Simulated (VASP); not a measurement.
# AlNi (Pm-3m) in VASP: notebook

Runs on AlNi. Level: LDA. Tasks: single point, relaxation of cell and atoms.

All numbers are computed with VASP 6.6.1; they aren't measurements. Logs are shortened: lines on timing, memory, paths and dates and some standing lists are left out, and cuts for length are marked.

**1. The cell of the first run**

It takes space group Pm-3m (No. 221, cubic). Conventional cell: a = 2.833 Å, b = 2.833 Å, c = 2.833 Å, α = 90.00°, β = 90.00°, γ = 90.00°. Within 3.2 Å of Al (site symmetry m-3m) lie 8 Ni at 2.45 Å and 6 Al at 2.83 Å. Within 3.2 Å of Ni (site symmetry m-3m) lie 8 Al at 2.45 Å and 6 Ni at 2.83 Å.

**2. Single point, LDA**

File INCAR:

```
ALGO = Normal
EDIFF = 1E-6
ENCUT = 520
GGA = CA
ISIF = 2
ISMEAR = 0
LASPH = True
LCHARG = False
LREAL = False
LWAVE = False
NBANDS = 14
NELM = 80
PREC = Accurate
SIGMA = 0.1
```

File KPOINTS:

```
k-points
0
Gamma
  14 14 14
```

File POSCAR:

```
AlNi
1.0
    2.8326233660      0.0000000000      0.0000000000
    0.0000000000      2.8326233660      0.0000000000
    0.0000000000      0.0000000000      2.8326233660
Al Ni
1 1
Direct
    0.0000000000      0.0000000000      0.0000000000
    0.5000000000      0.5000000000      0.5000000000
```

Potentials or basis: VASP PAW LDA potentials, release 64 (Al, Ni).

Launch:

```console
$ cat potpaw_LDA.64/Al/POTCAR potpaw_LDA.64/Ni/POTCAR > POTCAR
$ mpirun -np 1 vasp_std > vasp.out
```

OUTCAR:

```text
EDIFF = 1E-6
   ENCUT = 520
   GGA = CA
   ISIF = 2
   ISMEAR = 0
   LASPH = True
   LREAL = False
   NELM = 80
   PREC = Accurate

 ion  position               nearest neighbor table
   1  0.000  0.000  0.000-   2 2.45   2 2.45   2 2.45   2 2.45   2 2.45   2 2.45   2 2.45   2 2.45

   2  0.500  0.500  0.500-   1 2.45   1 2.45   1 2.45   1 2.45   1 2.45   1 2.45   1 2.45   1 2.45

  LATTYP: Found a simple cubic cell.
 ALAT       =     2.8326233660

  Lattice vectors:

 A1 = (   2.8326233660,   0.0000000000,   0.0000000000)
 A2 = (   0.0000000000,   2.8326233660,   0.0000000000)
 A3 = (   0.0000000000,   0.0000000000,   2.8326233660)

Analysis of symmetry for initial positions (statically):
=====================================================================
 Subroutine PRICEL returns:
 Original cell was already a primitive cell.

 Routine SETGRP: Setting up the symmetry group for a
 simple cubic supercell.

 Subroutine GETGRP returns: Found 48 space group operations
 (whereof 48 operations were pure point group operations)
 out of a pool of 48 trial point group operations.

The static configuration has the point symmetry O_h .

Analysis of symmetry for dynamics (positions and initial velocities):
=====================================================================
 Subroutine PRICEL returns:
 Original cell was already a primitive cell.

 Routine SETGRP: Setting up the symmetry group for a
 simple cubic supercell.

 Subroutine GETGRP returns: Found 48 space group operations
 (whereof 48 operations were pure point group operations)
 out of a pool of 48 trial point group operations.

The dynamic configuration has the point symmetry O_h .

 Subroutine INISYM returns: Found 48 space group operations
 (whereof 48 operations are pure point group operations),
 and found     1 'primitive' translations

----------------------------------------------------------------------------------------

                                     Primitive cell

  volume of cell :      22.7283

  direct lattice vectors                    reciprocal lattice vectors
     2.832623366  0.000000000  0.000000000     0.353029637  0.000000000  0.000000000
     0.000000000  2.832623366  0.000000000     0.000000000  0.353029637  0.000000000
     0.000000000  0.000000000  2.832623366     0.000000000  0.000000000  0.353029637

  length of vectors
     2.832623366  2.832623366  2.832623366     0.353029637  0.353029637  0.353029637

[... 91 lines left out ...]
   NELECT =      13.0000    total number of electrons
   NUPDOWN=      -1.0000    fix difference up-down
   EMIN   =  10.00;   EMAX   =-10.00  energy-range for DOS
   EFERMI =   0.00;   METHOD = LEGACY
   ISMEAR =     0;   SIGMA  =   0.10  broadening in eV -4-tet -1-fermi 0-gaus
   EFERMI_NEDOS =   21; number of points for ismear=-14 and -15
   IALGO  =     38    algorithm
   IMIX   =      4    mixing-type and parameters
     AMIX     =   0.40;   BMIX     =  1.00
     AMIX_MAG =   1.60;   BMIX_MAG =  1.00
  volume/ion in A,a.u.               =      11.36        76.69
  Fermi-wavevector in a.u.,A,eV,Ry     =   1.358941  2.568025 25.126142  1.846719
  Thomas-Fermi vector in A             =   2.485731
   LORBIT       =      0    0 simple, 1 ext, 2 COOP (PROOUT), +10 PAW based schemes
   GGA     = CA    functional components
   LHFCALC =     F    Hartree Fock is set to
   AEXX    =    0.0000 exact exchange contribution
   IVDW    =     0    specifies the selected vdW correction
   LEPSILON=     F    determine dielectric tensor
   LRPA    =     F    only Hartree local field effects (RPA)
 non-spin polarized calculation
 Gauss-broadening in eV      SIGMA  =   0.10
  energy-cutoff  :      520.00
  volume of cell :       22.73
 maximum number of plane-waves:       624
 NGX is ok and might be reduce to    24
   NGX = 11   NGY = 11   NGZ = 11

 number of electron      12.9999994 magnetization

 Free energy of the ion-electron system (eV)
  ---------------------------------------------------
  ext. energy  EPLUGINS =         0.00000000
  ---------------------------------------------------
  free energy    TOTEN  =       -12.19689721 eV

  energy without entropy =      -12.19200926  energy(sigma->0) =      -12.19445323

 E-fermi :  10.4098     XC(G=0): -12.5496

 val. band max:       10.4030961543   @ k =   0.3571   0.2143   0.0714
 cond. band min:      10.4121244970   @ k =   0.3571   0.1429   0.1429
 fundamental gap:      0.0090283427
 Fermi energy:        10.4097913240

 k-point     1 :       0.0000    0.0000    0.0000
  band No.  band energies     occupation
      1      -1.0210      2.00000
      2       6.9398      2.00000
      3       6.9398      2.00000
      4       8.7646      2.00000
      5       8.7646      2.00000
      6       8.7646      2.00000
      7      16.1242      0.00000
      8      16.1242      0.00000
      9      16.1242      0.00000
     10      18.8241      0.00000
     11      18.8241      0.00000
     12      24.9291      0.00000
     13      31.8357      0.00000
     14      31.8357      0.00000
[... 377 lines left out ...]
      1       2.1097      2.00000
      2       5.9909      2.00000
      3       7.3659      2.00000
      4       7.9346      2.00000
      5       8.1977      2.00000
      6       8.5583      2.00000
      7      10.3356      1.70564
      8      14.3599      0.00000
      9      18.5017      0.00000
     10      19.8866      0.00000
     11      22.3828      0.00000
     12      24.6805      0.00000
     13      27.0375      0.00000
     14      28.5623      0.00000

 [... further k-points ...]

------------------------ aborting loop because EDIFF is reached ----------------------------------------

  FORCE on cell =-STRESS in cart. coord.  units (eV):
  Direction    XX          YY          ZZ          XY          YZ          ZX
  --------------------------------------------------------------------------------------
  -------------------------------------------------------------------------------------
  Total        0.0554705      0.0554705      0.0554705     -0.0000000      0.0000000     -0.0000000
  in kB        3.9102635      3.9102635      3.9102635     -0.0000000      0.0000000     -0.0000000
  external PRESSURE =       3.9102635 kB  Pullay stress =       0.0000000 kB

 VOLUME and BASIS-vectors are now :
 -----------------------------------------------------------------------------
  energy-cutoff  :      520.00
  volume of cell :       22.73
      direct lattice vectors                 reciprocal lattice vectors
     2.832623366  0.000000000  0.000000000     0.353029637  0.000000000  0.000000000
     0.000000000  2.832623366  0.000000000     0.000000000  0.353029637  0.000000000
     0.000000000  0.000000000  2.832623366     0.000000000  0.000000000  0.353029637

 POSITION                                       TOTAL-FORCE (eV/Angst)
 -----------------------------------------------------------------------------------
      0.00000      0.00000      0.00000         0.000000      0.000000      0.000000
      1.41631      1.41631      1.41631         0.000000      0.000000      0.000000
 -----------------------------------------------------------------------------------
    total drift:                                0.000000      0.000000     -0.000000

  FREE ENERGIE OF THE ION-ELECTRON SYSTEM (eV)
  ---------------------------------------------------
  free  energy   TOTEN  =       -12.1968972082 eV

  energy  without entropy=      -12.1920092571  energy(sigma->0) =      -12.19445323
```

Run time: 12 s. Hardware: 1 thread of Intel Xeon Platinum 8488C (Sapphire Rapids), shared host; peak memory 0.15 GiB.

Results:

- Free energy: -12.1969 eV
- Pressure: 0.4 GPa

Levels at points of the mesh, in eV from the Fermi level:
```
           k point  band 4  band 5  band 6  band 7  band 8  band 9  band 10  band 11
(0.00, 0.00, 0.00)   -1.65   -1.65   -1.65    5.71    5.71    5.71     8.41     8.41
(0.50, 0.00, 0.00)   -2.40   -2.40   -1.55   -0.67    8.45   10.26    10.26    11.36
(0.50, 0.50, 0.00)   -2.94   -2.22   -2.22   -1.08    1.58    2.75    12.73    15.58
(0.50, 0.50, 0.50)   -1.04   -1.04    2.02    2.02    2.02    4.08     4.74     4.74
```

**3. Relaxation of cell and atoms, LDA**

This run uses another cell than the first one, of 12.11 Å³/atom, 1.065 times its volume.

File INCAR:

```
SYSTEM = AlNi
ALGO = Normal
EDIFF = 1E-6
EDIFFG = -0.005
ENCUT = 600
GGA = CA
IBRION = 2
ISIF = 3
ISMEAR = 0
LASPH = .TRUE.
LCHARG = .FALSE.
LREAL = .FALSE.
LWAVE = .FALSE.
NELM = 60
NSW = 70
PREC = Accurate
SIGMA = 0.1
```

File KPOINTS:

```
k-points
0
G
  14 14 14
  0 0 0
```

File POSCAR:

```
AlNi
1.0
    2.8930835179      0.0000000000      0.0000000000
    0.0000000000      2.8930835179      0.0000000000
    0.0000000000      0.0000000000      2.8930835179
Al Ni
1 1
Direct
    0.0000000000      0.0000000000      0.0000000000
    0.5000000000      0.5000000000      0.5000000000
```

Potentials or basis: VASP PAW LDA potentials, release 64 (Al, Ni).

Launch:

```console
$ cat potpaw_LDA.64/Al/POTCAR potpaw_LDA.64/Ni/POTCAR > POTCAR
$ mpirun -np 1 vasp_std > vasp.out
```

OUTCAR:

```text
SYSTEM = AlNi
   EDIFF = 1E-6
   EDIFFG = -0.005
   ENCUT = 600
   GGA = CA
   IBRION = 2
   ISIF = 3
   ISMEAR = 0
   LASPH = .TRUE.
   LREAL = .FALSE.
   NELM = 60
   NSW = 70
   PREC = Accurate

 ion  position               nearest neighbor table
   1  0.000  0.000  0.000-   2 2.51   2 2.51   2 2.51   2 2.51   2 2.51   2 2.51   2 2.51   2 2.51

   2  0.500  0.500  0.500-   1 2.51   1 2.51   1 2.51   1 2.51   1 2.51   1 2.51   1 2.51   1 2.51

  LATTYP: Found a simple cubic cell.
 ALAT       =     2.8930835179

  Lattice vectors:

 A1 = (   2.8930835179,   0.0000000000,   0.0000000000)
 A2 = (   0.0000000000,   2.8930835179,   0.0000000000)
 A3 = (   0.0000000000,   0.0000000000,   2.8930835179)

Analysis of symmetry for initial positions (statically):
=====================================================================
 Subroutine PRICEL returns:
 Original cell was already a primitive cell.

 Routine SETGRP: Setting up the symmetry group for a
 simple cubic supercell.

 Subroutine GETGRP returns: Found 48 space group operations
 (whereof 48 operations were pure point group operations)
 out of a pool of 48 trial point group operations.

The static configuration has the point symmetry O_h .

Analysis of symmetry for dynamics (positions and initial velocities):
=====================================================================
 Subroutine PRICEL returns:
 Original cell was already a primitive cell.

 Routine SETGRP: Setting up the symmetry group for a
 simple cubic supercell.

 Subroutine GETGRP returns: Found 48 space group operations
 (whereof 48 operations were pure point group operations)
 out of a pool of 48 trial point group operations.

The dynamic configuration has the point symmetry O_h .

 Subroutine INISYM returns: Found 48 space group operations
 (whereof 48 operations are pure point group operations),
 and found     1 'primitive' translations

----------------------------------------------------------------------------------------

                                     Primitive cell

  volume of cell :      24.2149

  direct lattice vectors                    reciprocal lattice vectors
[... 98 lines left out ...]
   NELECT =      13.0000    total number of electrons
   NUPDOWN=      -1.0000    fix difference up-down
   EMIN   =  10.00;   EMAX   =-10.00  energy-range for DOS
   EFERMI =   0.00;   METHOD = LEGACY
   ISMEAR =     0;   SIGMA  =   0.10  broadening in eV -4-tet -1-fermi 0-gaus
   EFERMI_NEDOS =   21; number of points for ismear=-14 and -15
   IALGO  =     38    algorithm
   IMIX   =      4    mixing-type and parameters
     AMIX     =   0.40;   BMIX     =  1.00
     AMIX_MAG =   1.60;   BMIX_MAG =  1.00
  volume/ion in A,a.u.               =      12.11        81.71
  Fermi-wavevector in a.u.,A,eV,Ry     =   1.330541  2.514358 24.086935  1.770340
  Thomas-Fermi vector in A             =   2.459620
   LORBIT       =      0    0 simple, 1 ext, 2 COOP (PROOUT), +10 PAW based schemes
   GGA     = CA    functional components
   LHFCALC =     F    Hartree Fock is set to
   AEXX    =    0.0000 exact exchange contribution
   IVDW    =     0    specifies the selected vdW correction
   LEPSILON=     F    determine dielectric tensor
   LRPA    =     F    only Hartree local field effects (RPA)
 conjugate gradient relaxation of ions
 non-spin polarized calculation
 Gauss-broadening in eV      SIGMA  =   0.10
  energy-cutoff  :      600.00
  volume of cell :       24.21
 maximum number of plane-waves:       840
 NGX is ok and might be reduce to    24
   NGX = 11   NGY = 11   NGZ = 11

--------------------------------------- Ionic step        1  -------------------------------------------

 number of electron      13.0000013 magnetization

 Free energy of the ion-electron system (eV)
  ---------------------------------------------------
  ext. energy  EPLUGINS =         0.00000000
  ---------------------------------------------------
  free energy    TOTEN  =       -12.14939965 eV

  energy without entropy =      -12.14440685  energy(sigma->0) =      -12.14690325

 E-fermi :   9.5583     XC(G=0): -12.2395

 val. band max:        9.5388667584   @ k =   0.3571   0.1429   0.1429
 cond. band min:       9.5942737531   @ k =   0.3571   0.2857   0.0714
 fundamental gap:      0.0554069948
 Fermi energy:         9.5583041757

 k-point     1 :       0.0000    0.0000    0.0000
  band No.  band energies     occupation
      1      -1.4073      2.00000
      2       6.4011      2.00000
      3       6.4011      2.00000
      4       8.0460      2.00000
      5       8.0460      2.00000
      6       8.0460      2.00000
      7      15.0008      0.00000
      8      15.0008      0.00000
      9      15.0008      0.00000
     10      17.7694      0.00000
[... 370 lines left out ...]
--------------------------------------- Ionic step        3  -------------------------------------------

 number of electron      12.9999995 magnetization

 Free energy of the ion-electron system (eV)
  ---------------------------------------------------
  ext. energy  EPLUGINS =         0.00000000
  ---------------------------------------------------
  free energy    TOTEN  =       -12.19742033 eV

  energy without entropy =      -12.19253020  energy(sigma->0) =      -12.19497526

 E-fermi :  10.3855     XC(G=0): -12.5409

 val. band max:       10.3783546980   @ k =   0.3571   0.2143   0.0714
 cond. band min:      10.3872340205   @ k =   0.3571   0.1429   0.1429
 fundamental gap:      0.0088793225
 Fermi energy:        10.3854997739

 k-point     1 :       0.0000    0.0000    0.0000
  band No.  band energies     occupation
      1      -1.0324      2.00000
      2       6.9248      2.00000
      3       6.9248      2.00000
      4       8.7443      2.00000
      5       8.7443      2.00000
      6       8.7443      2.00000
      7      16.0919      0.00000
      8      16.0919      0.00000
      9      16.0919      0.00000
     10      18.7939      0.00000
[... 328 lines left out ...]
  FREE ENERGIE OF THE ION-ELECTRON SYSTEM (eV)
  ---------------------------------------------------
  free  energy   TOTEN  =       -12.1974203322 eV

  energy  without entropy=      -12.1925301973  energy(sigma->0) =      -12.19497526

 reached required accuracy - stopping structural energy minimisation
```

It took 25 s on 1 thread of Intel Xeon Platinum 8488C (Sapphire Rapids), shared host; peak memory 0.17 GiB.

What came out:

- Free energy: -12.1974 eV
- Relaxed volume: 11.38 Å³/atom
- Relaxed cell: a = 2.834 Å, b = 2.834 Å, c = 2.834 Å, α = 90.00°, β = 90.00°, γ = 90.00°
- Space group after relaxing (to 0.05 Å): Pm-3m (No. 221)
- Energy gained by relaxing: 24.0 meV/atom
- Ionic steps: 3
- Pressure after relaxing: -0.1 GPa

The path:
```csv
step,energy change (eV),largest force (eV/Å),pressure (GPa),volume (Å³)
1,0.0000,0.0000,-9.87,24.21
2,-0.0163,0.0000,9.78,21.69
3,-0.0480,0.0000,-0.06,22.77
```

Final structure:
```
Al Ni
1.0
     2.83428    0.00000    0.00000
     0.00000    2.83428    0.00000
     0.00000    0.00000    2.83428
Al Ni
1 1
Direct
  0.00000 0.00000 0.00000
  0.50000 0.50000 0.50000
```

Levels at points of the mesh, in eV from the Fermi level:
| k point | band 4 | band 5 | band 6 | band 7 | band 8 | band 9 | band 10 |
| --- | --- | --- | --- | --- | --- | --- | --- |
| (0.00, 0.00, 0.00) | -1.64 | -1.64 | -1.64 | 5.71 | 5.71 | 5.71 | 8.41 |
| (0.50, 0.00, 0.00) | -2.39 | -2.39 | -1.54 | -0.67 | 8.45 | 10.25 | 10.25 |
| (0.50, 0.50, 0.00) | -2.94 | -2.22 | -2.22 | -1.07 | 1.58 | 2.74 | 12.71 |
| (0.50, 0.50, 0.50) | -1.04 | -1.04 | 2.02 | 2.02 | 2.02 | 4.07 | 4.74 |

Spin polarisation is off, so any magnetic state and its effect on volume and gap are missing. Zero-point motion and thermal expansion aren't in these numbers.
